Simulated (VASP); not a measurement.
# MgO2 (R-3m) in VASP: a series of runs

Runs on MgO2. Level: PBEsol. Tasks: single point.

All numbers are computed with VASP 6.6.1; they aren't measurements. Logs are shortened: lines on timing, memory, paths and dates and some standing lists are left out, and cuts for length are marked.

## 1. The cell of the first run

It takes space group R-3m (No. 166, trigonal). The conventional cell has a = 3.104 Å, b = 3.104 Å, c = 10.372 Å, α = 90.00°, β = 90.00°, γ = 120.00°. Mg (site symmetry -3m) has 6 O at 2.05 Å within 2.7 Å. Within 2.1 Å of O (site symmetry 3m) lie 1 O at 1.47 Å and 3 Mg at 2.05 Å.

## 2. Single point, PBEsol (strain -0.0200 x Voigt [1, 1, 0, 0, 0, 0])

File INCAR:

```
SYSTEM = MgO2
ALGO = Normal
EDIFF = 1E-6
ENCUT = 840
GGA = PS
GGA_COMPAT = .FALSE.
ISIF = 2
ISMEAR = 0
LASPH = .TRUE.
LCHARG = .TRUE.
LELF = .TRUE.
LREAL = .FALSE.
LVHAR = .TRUE.
LWAVE = .FALSE.
NBANDS = 18
NELM = 120
PREC = Accurate
SIGMA = 0.05
```

File KPOINTS:

```
k-points
0
G
  12 12 12
  0 0 0
```

File POSCAR:

```
MgO2
1.0
    1.5521470004      0.8961324885      3.4573706250
   -1.5521470004      0.8961324885      3.4573706250
    0.0000000000     -1.7922649770      3.4573706250
Mg O
1 2
Direct
    0.0000000000      0.0000000000      0.0000000000
    0.4291433728      0.4291433728      0.4291433728
    0.5708566272      0.5708566272      0.5708566272
```

Potentials or basis: VASP PAW PBE potentials, release 64 (Mg_sv, O).

Launch:

```console
$ cat potpaw_PBE.64/Mg_sv/POTCAR potpaw_PBE.64/O/POTCAR > POTCAR
$ mpirun -np 1 vasp_std > vasp.out
```

OUTCAR:

```text
SYSTEM = MgO2
   EDIFF = 1E-6
   ENCUT = 840
   GGA = PS
   ISIF = 2
   ISMEAR = 0
   LASPH = .TRUE.
   LREAL = .FALSE.
   NELM = 120
   PREC = Accurate

 ion  position               nearest neighbor table
   1  0.000  0.000  0.000-   3 2.05   2 2.05   3 2.05   3 2.05   2 2.05   2 2.05
   2  0.429  0.429  0.429-   3 1.47   1 2.05   1 2.05   1 2.05
   3  0.571  0.571  0.571-   2 1.47   1 2.05   1 2.05   1 2.05

  LATTYP: Found a trigonal (rhomboedric) cell.
 ALAT       =     3.8943067915
 COS(alpha) =     0.6822867176

  Lattice vectors:

 A1 = (   1.5521470004,   0.8961324885,   3.4573706250)
 A2 = (  -1.5521470004,   0.8961324885,   3.4573706250)
 A3 = (   0.0000000000,  -1.7922649770,   3.4573706250)

Analysis of symmetry for initial positions (statically):
=====================================================================
 Subroutine PRICEL returns:
 Original cell was already a primitive cell.

 Routine SETGRP: Setting up the symmetry group for a
 trigonal (rhombohedral) supercell.

 Subroutine GETGRP returns: Found 12 space group operations
 (whereof 12 operations were pure point group operations)
 out of a pool of 12 trial point group operations.

The static configuration has the point symmetry D_3d.

Analysis of symmetry for dynamics (positions and initial velocities):
=====================================================================
 Subroutine PRICEL returns:
 Original cell was already a primitive cell.

 Routine SETGRP: Setting up the symmetry group for a
 trigonal (rhombohedral) supercell.

 Subroutine GETGRP returns: Found 12 space group operations
 (whereof 12 operations were pure point group operations)
 out of a pool of 12 trial point group operations.

The dynamic configuration has the point symmetry D_3d.

 Subroutine INISYM returns: Found 12 space group operations
 (whereof 12 operations are pure point group operations),
 and found     1 'primitive' translations

----------------------------------------------------------------------------------------

                                     Primitive cell

  volume of cell :      28.8537

  direct lattice vectors                    reciprocal lattice vectors
     1.552147000  0.896132489  3.457370625     0.322134437  0.185984404  0.096412381
    -1.552147000  0.896132489  3.457370625    -0.322134437  0.185984404  0.096412381
     0.000000000 -1.792264977  3.457370625     0.000000000 -0.371968808  0.096412381

  length of vectors
[... 83 lines left out ...]
   NELM   =    120;   NELMIN=  2; NELMDL= -5     # of ELM steps
   EDIFF  = 0.1E-05   stopping-criterion for ELM
   LREAL  =      F    real-space projection
   EDIFFG = 0.1E-04   stopping-criterion for IOM
   NSW    =      0    number of steps for IOM
   IBRION =     -1    ionic relax: 0-MD 1-quasi-New 2-CG
   NFREE  =      0    steps in history (QN), initial steepest desc. (CG)
   ISIF   =      2    stress and relaxation
   ISYM   =      2    0-nonsym 1-usesym 2-fastsym
   POTIM  = 0.5000    time-step for ionic-motion
   TEBEG  =    0.0;   TEEND  =   0.0 temperature during run
   PSTRESS=    0.0 pullay stress
   NELECT =      22.0000    total number of electrons
   NUPDOWN=      -1.0000    fix difference up-down
   EMIN   =  10.00;   EMAX   =-10.00  energy-range for DOS
   EFERMI =   0.00;   METHOD = LEGACY
   ISMEAR =     0;   SIGMA  =   0.05  broadening in eV -4-tet -1-fermi 0-gaus
   EFERMI_NEDOS =   21; number of points for ismear=-14 and -15
   IALGO  =     38    algorithm
   IMIX   =      4    mixing-type and parameters
     AMIX     =   0.40;   BMIX     =  1.00
     AMIX_MAG =   1.60;   BMIX_MAG =  1.00
  volume/ion in A,a.u.               =       9.62        64.90
  Fermi-wavevector in a.u.,A,eV,Ry     =   1.495598  2.826271 30.433707  2.236814
  Thomas-Fermi vector in A             =   2.607723
   LORBIT       =      0    0 simple, 1 ext, 2 COOP (PROOUT), +10 PAW based schemes
   GGA     = PS    functional components
   LHFCALC =     F    Hartree Fock is set to
   AEXX    =    0.0000 exact exchange contribution
   IVDW    =     0    specifies the selected vdW correction
   LEPSILON=     F    determine dielectric tensor
   LRPA    =     F    only Hartree local field effects (RPA)
 non-spin polarized calculation
 Gauss-broadening in eV      SIGMA  =   0.05
  energy-cutoff  :      840.00
  volume of cell :       28.85
 maximum number of plane-waves:      1636
 NGX is ok and might be reduce to    40
   NGX = 19   NGY = 19   NGZ = 19

 number of electron      21.9999999 magnetization

 Free energy of the ion-electron system (eV)
  ---------------------------------------------------
  ext. energy  EPLUGINS =         0.00000000
  ---------------------------------------------------
  free energy    TOTEN  =       -17.17011962 eV

  energy without entropy =      -17.17011962  energy(sigma->0) =      -17.17011962

 E-fermi :   3.2980     XC(G=0): -11.0205

 val. band max:        3.0369715023   @ k =   0.5000   0.5000   0.5000
 cond. band min:       5.4255054467   @ k =   0.5000   0.5000   0.5000
 fundamental gap:      2.3885339444
 Fermi energy:         3.2979888401

 k-point     1 :       0.0000    0.0000    0.0000
  band No.  band energies     occupation
      1     -69.8128      2.00000
      2     -36.7765      2.00000
      3     -36.7550      2.00000
      4     -36.7550      2.00000
      5     -18.7524      2.00000
      6     -11.5390      2.00000
[... 481 lines left out ...]
      5     -18.0887      2.00000
      6     -11.9210      2.00000
[... 10 lines left out ...]
     17      18.0008      0.00000
     18      21.1360      0.00000

 [... further k-points ...]

------------------------ aborting loop because EDIFF is reached ----------------------------------------

  FORCE on cell =-STRESS in cart. coord.  units (eV):
  Direction    XX          YY          ZZ          XY          YZ          ZX
  --------------------------------------------------------------------------------------
  -------------------------------------------------------------------------------------
  Total        1.2119640      1.2119640      0.4607636      0.0000000     -0.0000000      0.0000000
  in kB       67.2973606     67.2973606     25.5850602      0.0000000     -0.0000000      0.0000000
  external PRESSURE =      53.3932604 kB  Pullay stress =       0.0000000 kB

 VOLUME and BASIS-vectors are now :
 -----------------------------------------------------------------------------
  energy-cutoff  :      840.00
  volume of cell :       28.85
      direct lattice vectors                 reciprocal lattice vectors
     1.552147000  0.896132489  3.457370625     0.322134437  0.185984404  0.096412381
    -1.552147000  0.896132489  3.457370625    -0.322134437  0.185984404  0.096412381
     0.000000000 -1.792264977  3.457370625     0.000000000 -0.371968808  0.096412381

 POSITION                                       TOTAL-FORCE (eV/Angst)
 -----------------------------------------------------------------------------------
      0.00000      0.00000      0.00000         0.000000      0.000000      0.000000
      0.00000      0.00000      4.45112         0.000000     -0.000000      0.162200
      0.00000      0.00000      5.92099         0.000000      0.000000     -0.162200
 -----------------------------------------------------------------------------------
    total drift:                                0.000000      0.000000      0.000000

  FREE ENERGIE OF THE ION-ELECTRON SYSTEM (eV)
  ---------------------------------------------------
  free  energy   TOTEN  =       -17.1701196201 eV

  energy  without entropy=      -17.1701196201  energy(sigma->0) =      -17.17011962
```

OSZICAR:

```text
N       E                     dE             d eps       ncg     rms          rms(c)
DAV:   1     0.231361686139E+03    0.23136E+03   -0.18328E+04  6804   0.195E+03
DAV:   2    -0.843804889836E+01   -0.23980E+03   -0.23354E+03  8116   0.463E+02
DAV:   3    -0.183154106011E+02   -0.98774E+01   -0.98249E+01  9260   0.920E+01
DAV:   4    -0.184970795109E+02   -0.18167E+00   -0.18149E+00  8162   0.116E+01
DAV:   5    -0.185012724425E+02   -0.41929E-02   -0.41928E-02  8118   0.138E+00    0.932E+00
DAV:   6    -0.173206286844E+02    0.11806E+01   -0.21537E+00  7338   0.106E+01    0.421E+00
DAV:   7    -0.171804618134E+02    0.14017E+00   -0.28025E-01  8610   0.422E+00    0.173E+00
DAV:   8    -0.171696019763E+02    0.10860E-01   -0.50288E-02  7136   0.200E+00    0.249E-01
DAV:   9    -0.171700620073E+02   -0.46003E-03   -0.68631E-03  8614   0.584E-01    0.108E-01
DAV:  10    -0.171700844465E+02   -0.22439E-04   -0.73618E-04  7262   0.224E-01    0.319E-02
DAV:  11    -0.171701170995E+02   -0.32653E-04   -0.62536E-05  7356   0.623E-02    0.794E-03
DAV:  12    -0.171701193126E+02   -0.22130E-05   -0.46711E-06  8852   0.160E-02    0.222E-03
DAV:  13    -0.171701196201E+02   -0.30752E-06   -0.40736E-07  5666   0.553E-03
   1 F= -.17170120E+02 E0= -.17170120E+02  d E =-.551191E-16
```

Run time: 7.8 min. Hardware: 1 thread of AMD EPYC 7R43 (Zen 3), shared host; peak memory 0.31 GiB.

Results:

```
Free energy            : -17.1701 eV
Pressure               : 5.3 GPa
Largest force          : 0.162 eV/Å
Band gap on the k mesh : 2.39 eV
```

Forces in eV/Å, atoms in the order of the input:
```
Mg   0.000  0.000  0.000
O    0.000  0.000  0.162
O    0.000  0.000 -0.162
```

Stress tensor (GPa, compression positive):
```
6.73 0.00 0.00
0.00 6.73 0.00
0.00 0.00 2.56
```

Levels at points of the mesh, in eV from the valence-band top:
| k point | band 7 | band 8 | band 9 | band 10 | band 11 | band 12 | band 13 | band 14 | band 15 | band 16 |
| --- | --- | --- | --- | --- | --- | --- | --- | --- | --- | --- |
| (0.00, 0.00, 0.00) | -8.21 | -3.48 | -3.48 | -0.88 | -0.88 | 4.96 | 5.01 | 12.47 | 14.15 | 15.21 |
| (0.50, 0.00, 0.00) | -7.07 | -6.51 | -3.90 | -1.34 | -1.33 | 4.28 | 8.92 | 11.02 | 13.01 | 14.59 |
| (0.50, 0.50, 0.00) | -6.38 | -5.82 | -4.56 | -2.38 | -0.21 | 3.62 | 8.02 | 11.62 | 13.00 | 13.23 |
| (0.50, 0.50, 0.50) | -5.17 | -4.04 | -4.04 | 0.00 | 0.00 | 2.39 | 5.13 | 10.00 | 14.87 | 14.87 |

Caveat: the cell differs from its parent crystal (strain -0.0200 x Voigt [1, 1, 0, 0, 0, 0]); the cell stands under pressure; the PAW data sets were made with another functional, which shifts forces and pressure a little. A k mesh can miss the band edges.

## 3. Single point, PBEsol (strain +0.0050 x Voigt [1, 1, 0, 0, 0, 0])

File INCAR:

```
PREC = Accurate
ENCUT = 840
EDIFF = 1E-6
ISMEAR = 0
SIGMA = 0.05
LREAL = F
LASPH = T
NELM = 120
ALGO = Normal
ISIF = 2
LWAVE = F
LCHARG = T
GGA = PS
LELF = T
LVHAR = T
NBANDS = 18
GGA_COMPAT = F
```

File KPOINTS:

```
regular mesh
0
Gamma
  12 12 12
```

File POSCAR:

```
MgO2
1.0
    1.5917425871      0.9189930112      3.4573706250
   -1.5917425871      0.9189930112      3.4573706250
    0.0000000000     -1.8379860223      3.4573706250
Mg O
1 2
Direct
    0.0000000000      0.0000000000      0.0000000000
    0.4291433728      0.4291433728      0.4291433728
    0.5708566272      0.5708566272      0.5708566272
```

Potentials or basis: VASP PAW PBE potentials, release 64 (Mg_sv, O).

Launch:

```console
$ cat potpaw_PBE.64/Mg_sv/POTCAR potpaw_PBE.64/O/POTCAR > POTCAR
$ mpirun -np 1 vasp_std > vasp.out
```

Run time: 2.7 min. Hardware: 1 thread of Intel Xeon Platinum 8488C (Sapphire Rapids), shared host; peak memory 0.36 GiB.

Results (log left out):

```yaml
Free_energy: -17.1959 eV
Pressure: -0.7 GPa
Largest_force: 0.203 eV/Å
Band_gap_on_the_k_mesh: 2.46 eV
```

Forces in eV/Å, atoms in the order of the input:
```
Mg   0.000  0.000  0.000
O    0.000  0.000 -0.203
O    0.000  0.000  0.203
```

Stress tensor (GPa, compression positive):
```
-1.50  0.00  0.00
 0.00 -1.50  0.00
 0.00  0.00  0.95
```

Levels at points of the mesh, in eV from the valence-band top:
| k point | band 7 | band 8 | band 9 | band 10 | band 11 | band 12 | band 13 | band 14 | band 15 | band 16 |
| --- | --- | --- | --- | --- | --- | --- | --- | --- | --- | --- |
| (0.00, 0.00, 0.00) | -7.97 | -3.52 | -3.52 | -0.85 | -0.85 | 4.52 | 5.03 | 12.21 | 13.95 | 14.70 |
| (0.50, 0.00, 0.00) | -6.90 | -6.32 | -3.88 | -1.30 | -1.16 | 4.35 | 8.52 | 10.27 | 12.58 | 14.13 |
| (0.50, 0.50, 0.00) | -6.24 | -5.63 | -4.55 | -2.23 | -0.14 | 3.70 | 7.66 | 11.00 | 12.46 | 12.87 |
| (0.50, 0.50, 0.50) | -5.10 | -4.06 | -4.06 | 0.00 | 0.00 | 2.46 | 4.80 | 9.55 | 14.15 | 14.15 |

Caveat: the cell differs from its parent crystal (strain +0.0050 x Voigt [1, 1, 0, 0, 0, 0]); the PAW data sets were made with another functional, which shifts forces and pressure a little. A k mesh can miss the band edges.
